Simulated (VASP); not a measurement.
# Cd (P6/mmm) in VASP: further runs

Runs on Cd. Level: PBEsol. Tasks: single point.

Program: VASP 6.6.1. These are calculated values, not measurements. Logs are shortened: lines on timing, memory, paths and dates and some standing lists are left out, and cuts for length are marked.

**1. The cell of the first run**

Symmetry: P6/mmm, No. 191, hexagonal system. Conventional cell: a = 2.325 Å, b = 2.325 Å, c = 2.264 Å, α = 90.00°, β = 90.00°, γ = 120.00°. Cd (site symmetry 6/mmm) has 8 Cd at 2.26 to 2.33 Å within 3.0 Å.

This isn't the form of Cd at room conditions, which is hcp.

**2. Single point, PBEsol**

The input, INCAR:

```
  PREC = Accurate
  ENCUT = 630
  EDIFF = 1E-6
  ISMEAR = -1
  SIGMA = 0.1
  LREAL = F
  LASPH = T
  NELM = 120
  ALGO = Normal
  ISIF = 2
  LWAVE = F
  LCHARG = F
  GGA = PS
  NBANDS = 16
  GGA_COMPAT = F
```

The input, KPOINTS:

```
regular mesh
0
Gamma
  19 19 17
```

The input, POSCAR:

```
Cd
1.0
    2.3251394532      0.0000000000      0.0000000000
   -1.1625697266      2.0136298338      0.0000000000
    0.0000000000      0.0000000000      2.2644928471
Cd
1
Direct
    0.0000000000      0.0000000000      0.0000000000
```

Potentials or basis: VASP PAW PBE potentials, release 64 (Cd_sv_GW).

Command:

```sh
$ cat potpaw_PBE.64/Cd_sv_GW/POTCAR > POTCAR
$ mpirun -np 1 vasp_std > vasp.out
```

OUTCAR:

```text
PREC = Accurate
   ENCUT = 630
   EDIFF = 1E-6
   ISMEAR = -1
   LREAL = F
   LASPH = T
   NELM = 120
   ISIF = 2
   GGA = PS

 ion  position               nearest neighbor table
   1  0.000  0.000  0.000-

  LATTYP: Found a hexagonal cell.
 ALAT       =     2.3251394532
 C/A-ratio  =     0.9739170027

  Lattice vectors:

 A1 = (   2.3251394532,   0.0000000000,   0.0000000000)
 A2 = (  -1.1625697266,   2.0136298338,   0.0000000000)
 A3 = (   0.0000000000,   0.0000000000,   2.2644928471)

Analysis of symmetry for initial positions (statically):
=====================================================================
 Subroutine PRICEL returns:
 Original cell was already a primitive cell.

 Routine SETGRP: Setting up the symmetry group for a
 hexagonal supercell.

 Subroutine GETGRP returns: Found 24 space group operations
 (whereof 24 operations were pure point group operations)
 out of a pool of 24 trial point group operations.

The static configuration has the point symmetry D_6h.

Analysis of symmetry for dynamics (positions and initial velocities):
=====================================================================
 Subroutine PRICEL returns:
 Original cell was already a primitive cell.

 Routine SETGRP: Setting up the symmetry group for a
 hexagonal supercell.

 Subroutine GETGRP returns: Found 24 space group operations
 (whereof 24 operations were pure point group operations)
 out of a pool of 24 trial point group operations.

The dynamic configuration has the point symmetry D_6h.

 Subroutine INISYM returns: Found 24 space group operations
 (whereof 24 operations are pure point group operations),
 and found     1 'primitive' translations

----------------------------------------------------------------------------------------

                                     Primitive cell

  volume of cell :      10.6023

  direct lattice vectors                    reciprocal lattice vectors
     2.325139453  0.000000000  0.000000000     0.430081731  0.248307803  0.000000000
    -1.162569727  2.013629834  0.000000000     0.000000000  0.496615606  0.000000000
     0.000000000  0.000000000  2.264492847     0.000000000  0.000000000  0.441599982

  length of vectors
     2.325139453  2.325139453  2.264492847     0.496615606  0.496615606  0.441599982

  position of ions in fractional coordinates (direct lattice)
     0.000000000  0.000000000  0.000000000

  ion indices of the primitive-cell ions
[... 66 lines left out ...]
   ISTART =      0    job   : 0-new  1-cont  2-samecut
   ICHARG =      2    charge: 1-file 2-atom 10-const
   ISPIN  =      1    spin polarized calculation?
   LNONCOLLINEAR =      F non collinear calculations
   LSORBIT =      F    spin-orbit coupling
   LASPH  =      T    aspherical Exc in radial PAW
   ENCUT  =  630.0 eV  46.30 Ry    6.80 a.u.   4.76  4.76  4.63*2*pi/ulx,y,z
   NELM   =    120;   NELMIN=  2; NELMDL= -5     # of ELM steps
   EDIFF  = 0.1E-05   stopping-criterion for ELM
   LREAL  =      F    real-space projection
   EDIFFG = 0.1E-04   stopping-criterion for IOM
   NSW    =      0    number of steps for IOM
   IBRION =     -1    ionic relax: 0-MD 1-quasi-New 2-CG
   NFREE  =      0    steps in history (QN), initial steepest desc. (CG)
   ISIF   =      2    stress and relaxation
   ISYM   =      2    0-nonsym 1-usesym 2-fastsym
   POTIM  = 0.5000    time-step for ionic-motion
   TEBEG  =    0.0;   TEEND  =   0.0 temperature during run
   PSTRESS=    0.0 pullay stress
   NELECT =      20.0000    total number of electrons
   NUPDOWN=      -1.0000    fix difference up-down
   EMIN   =  10.00;   EMAX   =-10.00  energy-range for DOS
   EFERMI =   0.00;   METHOD = LEGACY
   ISMEAR =    -1;   SIGMA  =   0.10  broadening in eV -4-tet -1-fermi 0-gaus
   EFERMI_NEDOS =   21; number of points for ismear=-14 and -15
   IALGO  =     38    algorithm
   IMIX   =      4    mixing-type and parameters
     AMIX     =   0.40;   BMIX     =  1.00
     AMIX_MAG =   1.60;   BMIX_MAG =  1.00
  volume/ion in A,a.u.               =      10.60        71.55
  Fermi-wavevector in a.u.,A,eV,Ry     =   2.022794  3.822526 55.670891  4.091695
  Thomas-Fermi vector in A             =   3.032702
   LORBIT       =      0    0 simple, 1 ext, 2 COOP (PROOUT), +10 PAW based schemes
   GGA     = PS    functional components
   LHFCALC =     F    Hartree Fock is set to
   AEXX    =    0.0000 exact exchange contribution
   IVDW    =     0    specifies the selected vdW correction
   LEPSILON=     F    determine dielectric tensor
   LRPA    =     F    only Hartree local field effects (RPA)
 non-spin polarized calculation
  energy-cutoff  :      630.00
  volume of cell :       10.60
 maximum number of plane-waves:       405
 NGX is ok and might be reduce to    20

 number of electron      19.9999993 magnetization

 Free energy of the ion-electron system (eV)
  ---------------------------------------------------
  ext. energy  EPLUGINS =         0.00000000
  ---------------------------------------------------
  free energy    TOTEN  =         4.25491729 eV

  energy without entropy =        4.26166788  energy(sigma->0) =        4.25829258

 E-fermi :  18.9117     XC(G=0): -16.0540

 val. band max:       18.8217109319   @ k =   0.1579   0.0526   0.4118
 cond. band min:      18.9236834937   @ k =   0.3158   0.2105   0.4118
 fundamental gap:      0.1019725618
 Fermi energy:        18.9116680052

 k-point     1 :       0.0000    0.0000    0.0000
  band No.  band energies     occupation
      1     -88.2466      2.00000
      2     -48.9397      2.00000
      3     -48.8662      2.00000
      4     -48.8662      2.00000
      5       1.3193      2.00000
      6       1.8061      2.00000
[... 433 lines left out ...]
      3     -49.1087      2.00000
      4     -48.8480      2.00000
      5       2.0880      2.00000
      6       3.0135      2.00000
[... 8 lines left out ...]
     15      41.0707      0.00000
     16      44.9290      0.00000

 [... further k-points ...]
[... 5 lines left out ...]
  --------------------------------------------------------------------------------------
  -------------------------------------------------------------------------------------
  Total       20.5434336     20.5434336     20.5404951      0.0000000     -0.0000000      0.0000000
  in kB     3104.4453567   3104.4453566   3104.0012942      0.0000000     -0.0000000      0.0000000
  external PRESSURE =    3104.2973358 kB  Pullay stress =       0.0000000 kB

 VOLUME and BASIS-vectors are now :
 -----------------------------------------------------------------------------
  energy-cutoff  :      630.00
  volume of cell :       10.60
      direct lattice vectors                 reciprocal lattice vectors
     2.325139453  0.000000000  0.000000000     0.430081731  0.248307803  0.000000000
    -1.162569727  2.013629834  0.000000000     0.000000000  0.496615606  0.000000000
     0.000000000  0.000000000  2.264492847     0.000000000  0.000000000  0.441599982

 POSITION                                       TOTAL-FORCE (eV/Angst)
 -----------------------------------------------------------------------------------
      0.00000      0.00000      0.00000         0.000000      0.000000      0.000000
 -----------------------------------------------------------------------------------
    total drift:                                0.000000      0.000000      0.000000

  FREE ENERGIE OF THE ION-ELECTRON SYSTEM (eV)
  ---------------------------------------------------
  free  energy   TOTEN  =         4.2549172927 eV

  energy  without entropy=        4.2616678758  energy(sigma->0) =        4.25829258
```

stdout:

```text
POSCAR found type information on POSCAR Cd
 POSCAR found :  1 types and       1 ions
 scaLAPACK will be used
 -----------------------------------------------------------------------------
|                                                                             |
|                                                                             |
|     You enforced a specific xc type in the INCAR file but a different       |
|     I HOPE YOU KNOW WHAT YOU ARE DOING!                                     |
|                                                                             |
 -----------------------------------------------------------------------------

 LDA part: xc-table for (Slater+PW92), standard interpolation
 POSCAR, INCAR and KPOINTS ok, starting setup
 FFT: planning ... GRIDC
 FFT: planning ... GRID_SOFT
 FFT: planning ... GRID
 WAVECAR not read
 entering main loop
```

Wall time 52 s (1 thread of Intel Xeon Platinum 8375C at 2.90GHz (Ice Lake), shared host); peak memory 0.22 GiB.

What came out:

```yaml
Free_energy: 4.2549 eV
Pressure: 310.4 GPa
Band_gap_on_the_k_mesh: zero (bands 10 and 11 overlap by 6.14 eV)
```

Levels at points of the mesh, in eV from the Fermi level:
```csv
k point,band 6,band 7,band 8,band 9,band 10,band 11,band 12,band 13,band 14,band 15
"(0.00, 0.00, 0.00)",-17.11,-14.43,-14.43,-10.68,-10.68,11.73,12.00,20.35,20.35,21.59
```

Caveat: the cell stands under pressure; the PAW data sets were made with another functional, which shifts forces and pressure a little.

**3. Single point, PBEsol**

This run uses another cell than the first one: it holds 3 atoms, not 1.

The input, INCAR:

```
SYSTEM = Cd
PREC = Accurate
ENCUT = 630
EDIFF = 1E-6
ISMEAR = -1
SIGMA = 0.1
LREAL = .FALSE.
LASPH = .TRUE.
NELM = 120
ALGO = Normal
ISIF = 2
LWAVE = .FALSE.
LCHARG = .FALSE.
GGA = PS
NBANDS = 37
GGA_COMPAT = .FALSE.
```

The input, KPOINTS:

```
Automatic mesh
0
G
  9 9 13
  0 0 0
```

The input, POSCAR:

```
Cd
1.0
    3.8972852138      0.0000000000      0.0000000000
   -1.9486426069      3.3751480010      0.0000000000
    0.0000000000      0.0000000000      2.3455645141
Cd
3
Direct
    0.0000000000      0.0000000000      0.0000000000
    0.3333333333      0.6666666667      0.5000000000
    0.6666666667      0.3333333333      0.5000000000
```

Potentials or basis: VASP PAW PBE potentials, release 64 (Cd_sv_GW).

Command:

```sh
$ cat potpaw_PBE.64/Cd_sv_GW/POTCAR > POTCAR
$ mpirun -np 1 vasp_std > vasp.out
```

It took 54 s on 1 thread of Intel Xeon Platinum 8559C (Emerald Rapids), shared host; peak memory 0.24 GiB.

The run converged. Its results:

* Free energy: 11.5924 eV
* Pressure: 310.3 GPa
* Band gap on the k mesh: zero (bands 30 and 31 overlap by 3.00 eV)

Levels at points of the mesh, in eV from the Fermi level:
```
           k point  band 28  band 29  band 30  band 31  band 32  band 33
(0.00, 0.00, 0.00)   -11.62    -0.45    -0.45    -0.44    -0.44     1.27
```

Caveat: the cell stands under pressure; the PAW data sets were made with another functional, which shifts forces and pressure a little.

The gap in the log of VASP goes by the Fermi energy; the results here count the filled bands.